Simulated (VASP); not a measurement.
# Li (P1) in VASP: further runs

Li is run at these levels: r2SCAN; tasks: single point.

Program: VASP 6.6.1. These are calculated values, not measurements. Logs are shortened: lines on timing, memory, paths and dates and some standing lists are left out, and cuts for length are marked.

## (1) The cell of the first run

The typed cell holds 16 atoms: a = 7.313 Å, b = 7.313 Å, c = 7.313 Å, α = 90.00°, β = 90.00°, γ = 90.00°.

## (2) Single point, r2SCAN

POSCAR reads:

```
Li
1.0
    7.3128730000      0.0000000000      0.0000000000
    0.0000000000      7.3128730000      0.0000000000
    0.0000000000      0.0000000000      7.3128730000
Li
16
Direct
    0.0079448939      0.0182144555     -0.0236842620
    0.5166232204     -0.0307403123     -0.0283609465
   -0.0131822336      0.5070784082      0.0045262648
   -0.0113635229     -0.0068099090      0.5133413366
    0.2235509902      0.2561373622      0.2314001624
    0.5025521433      0.4843650368     -0.0167649568
    0.4875922226      0.0042937981      0.5043298304
    0.7469704451      0.2511188147      0.2437482505
   -0.0332153997      0.5081860440      0.5050409053
    0.2528418038      0.7477225435      0.2282003256
    0.2289934476      0.2283370708      0.7574177755
    0.5101688488      0.5116730456      0.5248142556
    0.7536983071      0.7889785588      0.2384972363
    0.7453842013      0.2496009434      0.7696701420
    0.2914723119      0.7418561761      0.7767261923
    0.7664566307      0.7401878851      0.7445774048
```

INCAR.step1 reads:

```
SYSTEM = Li
ALGO     = Normal         ! electronic algorithm
EDIFF    = 1E-4           ! SCF threshold, eV
ENCUT    = 520            ! plane-wave cutoff, eV
GGA      = PE             ! functional
ISMEAR   = -1             ! smearing method
LASPH    = .TRUE.         ! aspherical terms in the spheres
LCHARG   = .FALSE.        ! write CHGCAR
LREAL    = Auto         
LWAVE    = .TRUE.         ! write WAVECAR
NBANDS   = 38             ! bands
NELM     = 60             ! most SCF steps
PREC     = Accurate       ! precision mode
SIGMA    = 0.1            ! smearing width, eV
```

INCAR.step2 reads:

```
SYSTEM = Li
ALGO     = Normal         ! electronic algorithm
EDIFF    = 1E-6           ! SCF threshold, eV
ENCUT    = 520            ! plane-wave cutoff, eV
ISIF     = 2              ! what is computed and relaxed
ISMEAR   = -1             ! smearing method
ISTART   = 1            
LASPH    = .TRUE.         ! aspherical terms in the spheres
LCHARG   = .FALSE.        ! write CHGCAR
LMIXTAU  = .TRUE.       
LREAL    = Auto         
LWAVE    = .FALSE.        ! write WAVECAR
METAGGA  = R2SCAN         ! meta-GGA
NBANDS   = 38             ! bands
NELM     = 60             ! most SCF steps
PREC     = Accurate       ! precision mode
SIGMA    = 0.1            ! smearing width, eV
```

KPOINTS reads:

```
k-points
0
G
  2 2 2
  0 0 0
```

Potentials or basis: VASP PAW PBE potentials, release 64 (Li_sv).

The run is started by

```console
$ cat potpaw_PBE.64/Li_sv/POTCAR > POTCAR
$ cp INCAR.step1 INCAR
$ mpirun -np 1 vasp_std > vasp.out
$ cp INCAR.step2 INCAR
$ mpirun -np 1 vasp_std > vasp.out
```

OUTCAR:

```text
SYSTEM = Li
   EDIFF = 1E-6
   ENCUT = 520
   ISIF = 2
   ISMEAR = -1
   ISTART = 1
   LASPH = .TRUE.
   LREAL = Auto
   METAGGA = R2SCAN
   NELM = 60
   PREC = Accurate

 ion  position               nearest neighbor table
   1  0.008  0.018  0.976-
   2  0.517  0.969  0.972-
   3  0.987  0.507  0.005-
   4  0.989  0.993  0.513-
   5  0.224  0.256  0.231-
   6  0.503  0.484  0.983-
[... 8 lines left out ...]
  15  0.291  0.742  0.777-
  16  0.766  0.740  0.745-

  LATTYP: Found a simple cubic cell.
 ALAT       =     7.3128730000

  Lattice vectors:

 A1 = (   7.3128730000,   0.0000000000,   0.0000000000)
 A2 = (   0.0000000000,   7.3128730000,   0.0000000000)
 A3 = (   0.0000000000,   0.0000000000,   7.3128730000)

Analysis of symmetry for initial positions (statically):
=====================================================================
 Subroutine PRICEL returns:
 Original cell was already a primitive cell.

 Routine SETGRP: Setting up the symmetry group for a
 simple cubic supercell.

 Subroutine GETGRP returns: Found  1 space group operations
 (whereof  1 operations were pure point group operations)
 out of a pool of 48 trial point group operations.

The static configuration has the point symmetry C_1 .

Analysis of symmetry for dynamics (positions and initial velocities):
=====================================================================
 Subroutine PRICEL returns:
 Original cell was already a primitive cell.

 Routine SETGRP: Setting up the symmetry group for a
 simple cubic supercell.

 Subroutine GETGRP returns: Found  1 space group operations
 (whereof  1 operations were pure point group operations)
 out of a pool of 48 trial point group operations.

The dynamic configuration has the point symmetry C_1 .

 Subroutine INISYM returns: Found  1 space group operations
 (whereof  1 operations are pure point group operations),
 and found     1 'primitive' translations

----------------------------------------------------------------------------------------

                                     Primitive cell

  volume of cell :     391.0786

  direct lattice vectors                    reciprocal lattice vectors
     7.312873000  0.000000000  0.000000000     0.136745162  0.000000000  0.000000000
     0.000000000  7.312873000  0.000000000     0.000000000  0.136745162  0.000000000
     0.000000000  0.000000000  7.312873000     0.000000000  0.000000000  0.136745162

  length of vectors
     7.312873000  7.312873000  7.312873000     0.136745162  0.136745162  0.136745162

  position of ions in fractional coordinates (direct lattice)
     0.007944894  0.018214456  0.976315738
     0.516623220  0.969259688  0.971639053
     0.986817766  0.507078408  0.004526265
     0.988636477  0.993190091  0.513341337
     0.223550990  0.256137362  0.231400162
     0.502552143  0.484365037  0.983235043
[... 8 lines left out ...]
     0.291472312  0.741856176  0.776726192
     0.766456631  0.740187885  0.744577405

  ion indices of the primitive-cell ions
   primitive index   ion index
                 1           1
                 2           2
                 3           3
                 4           4
                 5           5
                 6           6
[... 8 lines left out ...]
                15          15
                16          16

----------------------------------------------------------------------------------------

 KPOINTS: k-points

Automatic generation of k-mesh.
 Grid dimensions read from file:
 generate k-points for:    2    2    2

 Generating k-lattice:

  Cartesian coordinates                     Fractional coordinates (reciprocal lattice)
     0.068372581  0.000000000  0.000000000     0.500000000  0.000000000  0.000000000
     0.000000000  0.068372581  0.000000000     0.000000000  0.500000000  0.000000000
     0.000000000  0.000000000  0.068372581     0.000000000  0.000000000  0.500000000

  Length of vectors
     0.068372581  0.068372581  0.068372581

  Shift w.r.t. Gamma in fractional coordinates (k-lattice)
     0.000000000  0.000000000  0.000000000

 Subroutine IBZKPT returns following result:
 ===========================================

 Found      8 irreducible k-points:

 Following reciprocal coordinates:
            Coordinates               Weight
  0.000000  0.000000  0.000000      1.000000
  0.500000  0.000000  0.000000      1.000000
  0.000000  0.500000  0.000000      1.000000
  0.000000  0.000000  0.500000      1.000000
  0.500000  0.500000  0.000000      1.000000
  0.000000  0.500000  0.500000      1.000000
  0.500000  0.000000  0.500000      1.000000
  0.500000  0.500000  0.500000      1.000000
   k-points           NKPTS =      8   k-points in BZ     NKDIM =      8   number of bands    NBANDS=     38
   number of dos      NEDOS =    301   number of ions     NIONS =     16
   total plane-waves  NPLWV = 157464
   dimension x,y,z NGX =    54 NGY =   54 NGZ =   54
   dimension x,y,z NGXF=   108 NGYF=  108 NGZF=  108
   ions per type =              16
   NGX,Y,Z   is equivalent  to a cutoff of  12.28, 12.28, 12.28 a.u.
   NGXF,Y,Z  is equivalent  to a cutoff of  24.55, 24.55, 24.55 a.u.
 SYSTEM =  Li
   PREC   = accura    normal or accurate (medium, high low for compatibility)
   ISTART =      1    job   : 0-new  1-cont  2-samecut
   ICHARG =      0    charge: 1-file 2-atom 10-const
   ISPIN  =      1    spin polarized calculation?
   LNONCOLLINEAR =      F non collinear calculations
   LSORBIT =      F    spin-orbit coupling
   LASPH  =      T    aspherical Exc in radial PAW
   ENCUT  =  520.0 eV  38.22 Ry    6.18 a.u.  13.60 13.60 13.60*2*pi/ulx,y,z
   NELM   =     60;   NELMIN=  2; NELMDL=  0     # of ELM steps
   EDIFF  = 0.1E-05   stopping-criterion for ELM
   LREAL  =      T    real-space projection
   EDIFFG = 0.1E-04   stopping-criterion for IOM
   NSW    =      0    number of steps for IOM
   IBRION =     -1    ionic relax: 0-MD 1-quasi-New 2-CG
   NFREE  =      0    steps in history (QN), initial steepest desc. (CG)
   ISIF   =      2    stress and relaxation
   ISYM   =      2    0-nonsym 1-usesym 2-fastsym
   POTIM  = 0.5000    time-step for ionic-motion
   TEBEG  =    0.0;   TEEND  =   0.0 temperature during run
   PSTRESS=    0.0 pullay stress
   NELECT =      48.0000    total number of electrons
   NUPDOWN=      -1.0000    fix difference up-down
   EMIN   =  10.00;   EMAX   =-10.00  energy-range for DOS
   EFERMI =   0.00;   METHOD = LEGACY
   ISMEAR =    -1;   SIGMA  =   0.10  broadening in eV -4-tet -1-fermi 0-gaus
   EFERMI_NEDOS =   21; number of points for ismear=-14 and -15
   IALGO  =     38    algorithm
   IMIX   =      4    mixing-type and parameters
     AMIX     =   0.40;   BMIX     =  1.00
     AMIX_MAG =   1.60;   BMIX_MAG =  1.00
  volume/ion in A,a.u.               =      24.44       164.95
  Fermi-wavevector in a.u.,A,eV,Ry     =   0.813581  1.537444  9.005877  0.661913
  Thomas-Fermi vector in A             =   1.923332
   LORBIT       =      0    0 simple, 1 ext, 2 COOP (PROOUT), +10 PAW based schemes
   METAGGA = R2SCAN    functional components
   LHFCALC =     F    Hartree Fock is set to
   AEXX    =    0.0000 exact exchange contribution
   IVDW    =     0    specifies the selected vdW correction
   LEPSILON=     F    determine dielectric tensor
   LRPA    =     F    only Hartree local field effects (RPA)
 non-spin polarized calculation
  energy-cutoff  :      520.00
  volume of cell :      391.08
 maximum number of plane-waves:     10568
   NGX = 27   NGY = 27   NGZ = 27

 number of electron      47.9999999 magnetization

 Free energy of the ion-electron system (eV)
  ---------------------------------------------------
  ext. energy  EPLUGINS =         0.00000000
  ---------------------------------------------------
  free energy    TOTEN  =       -37.26804900 eV

  energy without entropy =      -36.91909491  energy(sigma->0) =      -37.09357195

 E-fermi :   0.0320     XC(G=0):  -6.9695

 val. band max:        0.0212765336   @ k =   0.5000   0.5000   0.0000
 cond. band min:       0.0473207071   @ k =   0.5000   0.0000   0.5000
 fundamental gap:      0.0260441735
 Fermi energy:         0.0320058145

 k-point     1 :       0.0000    0.0000    0.0000
  band No.  band energies     occupation
      1     -48.5482      2.00000
      2     -48.4996      2.00000
      3     -48.4756      2.00000
      4     -48.4699      2.00000
      5     -48.4519      2.00000
      6     -48.4067      2.00000
[... 28 lines left out ...]
     35       3.1121      0.00000
     36       3.4652      0.00000

 k-point     2 :       0.5000    0.0000    0.0000
  band No.  band energies     occupation
      1     -48.5483      2.00000
      2     -48.4997      2.00000
      3     -48.4757      2.00000
      4     -48.4700      2.00000
      5     -48.4520      2.00000
      6     -48.4068      2.00000
[... 28 lines left out ...]
     35       3.2821      0.00000
     36       3.3236      0.00000

 k-point     3 :       0.0000    0.5000    0.0000
  band No.  band energies     occupation
      1     -48.5483      2.00000
      2     -48.4997      2.00000
      3     -48.4757      2.00000
      4     -48.4700      2.00000
      5     -48.4520      2.00000
      6     -48.4068      2.00000
[... 28 lines left out ...]
     35       3.2933      0.00000
     36       3.3086      0.00000

 k-point     4 :       0.0000    0.0000    0.5000
  band No.  band energies     occupation
      1     -48.5483      2.00000
      2     -48.4997      2.00000
      3     -48.4757      2.00000
      4     -48.4700      2.00000
      5     -48.4520      2.00000
      6     -48.4068      2.00000
[... 28 lines left out ...]
     35       3.3004      0.00000
     36       3.3186      0.00000

 k-point     5 :       0.5000    0.5000    0.0000
  band No.  band energies     occupation
      1     -48.5483      2.00000
      2     -48.4997      2.00000
      3     -48.4757      2.00000
      4     -48.4700      2.00000
      5     -48.4520      2.00000
      6     -48.4068      2.00000
[... 28 lines left out ...]
     35       3.8045      0.00000
     36       3.9074      0.00000

 k-point     6 :       0.0000    0.5000    0.5000
  band No.  band energies     occupation
      1     -48.5483      2.00000
      2     -48.4997      2.00000
      3     -48.4757      2.00000
      4     -48.4700      2.00000
      5     -48.4520      2.00000
      6     -48.4068      2.00000
[... 28 lines left out ...]
     35       3.9263      0.00000
     36       4.0720      0.00000

 k-point     7 :       0.5000    0.0000    0.5000
  band No.  band energies     occupation
      1     -48.5483      2.00000
      2     -48.4997      2.00000
      3     -48.4757      2.00000
      4     -48.4700      2.00000
      5     -48.4520      2.00000
      6     -48.4068      2.00000
[... 28 lines left out ...]
     35       3.9215      0.00000
     36       4.0740      0.00000

 k-point     8 :       0.5000    0.5000    0.5000
  band No.  band energies     occupation
      1     -48.5483      2.00000
      2     -48.4997      2.00000
      3     -48.4757      2.00000
      4     -48.4700      2.00000
      5     -48.4520      2.00000
      6     -48.4068      2.00000
[... 28 lines left out ...]
     35       2.8602      0.00000
     36       2.8650      0.00000
 [bands above 36 left out]

------------------------ aborting loop because EDIFF is reached ----------------------------------------

  FORCE on cell =-STRESS in cart. coord.  units (eV):
  Direction    XX          YY          ZZ          XY          YZ          ZX
  --------------------------------------------------------------------------------------
  -------------------------------------------------------------------------------------
  Total       -3.5948310     -3.3388010     -3.1546609      0.0637429      0.1310038      0.0910691
  in kB      -14.7273622    -13.6784544    -12.9240661      0.2611431      0.5366985      0.3730935
  external PRESSURE =     -13.7766276 kB  Pullay stress =       0.0000000 kB

 VOLUME and BASIS-vectors are now :
 -----------------------------------------------------------------------------
  energy-cutoff  :      520.00
  volume of cell :      391.08
      direct lattice vectors                 reciprocal lattice vectors
     7.312873000  0.000000000  0.000000000     0.136745162  0.000000000  0.000000000
     0.000000000  7.312873000  0.000000000     0.000000000  0.136745162  0.000000000
     0.000000000  0.000000000  7.312873000     0.000000000  0.000000000  0.136745162

 POSITION                                       TOTAL-FORCE (eV/Angst)
 -----------------------------------------------------------------------------------
      0.05810      0.13320      7.13967        -0.088853     -0.238075      0.140341
      3.77800      7.08807      7.10547         0.024573      0.301157      0.125916
      7.21647      3.70820      0.03310        -0.007672      0.070922     -0.120754
      7.22977      7.26307      3.75400         0.067740      0.007042     -0.042800
      1.63480      1.87310      1.69220         0.132668     -0.077044      0.084742
      3.67510      3.54210      7.19027         0.057994      0.006705      0.153686
[... 8 lines left out ...]
      2.13150      5.42510      5.68010        -0.456308     -0.021722     -0.162109
      5.60500      5.41290      5.44500        -0.089862      0.143191      0.153419
 -----------------------------------------------------------------------------------
    total drift:                                0.015847      0.028629     -0.024158

  FREE ENERGIE OF THE ION-ELECTRON SYSTEM (eV)
  ---------------------------------------------------
  free  energy   TOTEN  =       -37.2680489973 eV

  energy  without entropy=      -36.9190949078  energy(sigma->0) =      -37.09357195
```

It took 8.2 min on 1 thread of Intel Xeon 6975P-C (Granite Rapids), shared host; peak memory 0.44 GiB.

Results:

| Item | Value |
| --- | --- |
| Free energy | -37.2680 eV |
| Largest force | 0.485 eV/Å |
| Band gap on the k mesh | zero (bands 24 and 25 overlap by 0.87 eV) |

Forces on the atoms (eV/Å):
```
Li  -0.089 -0.238  0.140
Li   0.025  0.301  0.126
Li  -0.008  0.071 -0.121
Li   0.068  0.007 -0.043
Li   0.133 -0.077  0.085
Li   0.058  0.007  0.154
Li   0.062  0.008  0.044
Li  -0.022 -0.068  0.012
Li   0.252 -0.069 -0.041
Li  -0.024  0.021  0.098
Li   0.175  0.284 -0.085
Li  -0.056 -0.107 -0.190
Li  -0.052 -0.220 -0.013
Li   0.025 -0.040 -0.158
Li  -0.456 -0.022 -0.162
Li  -0.090  0.143  0.153
```

Caveat: the k points lie up to 0.43 Å⁻¹ apart, too coarse for converged energies and pressures of a metal; the cutoff is under 1.25 times the usual one of these potentials, so pressure, stress and relaxed cells hold a basis-set (Pulay) error; the PAW data sets were made with another functional, which shifts forces and pressure a little.

[end of part 1 of 2]

The gap in the log of VASP goes by the Fermi energy; the results here count the filled bands.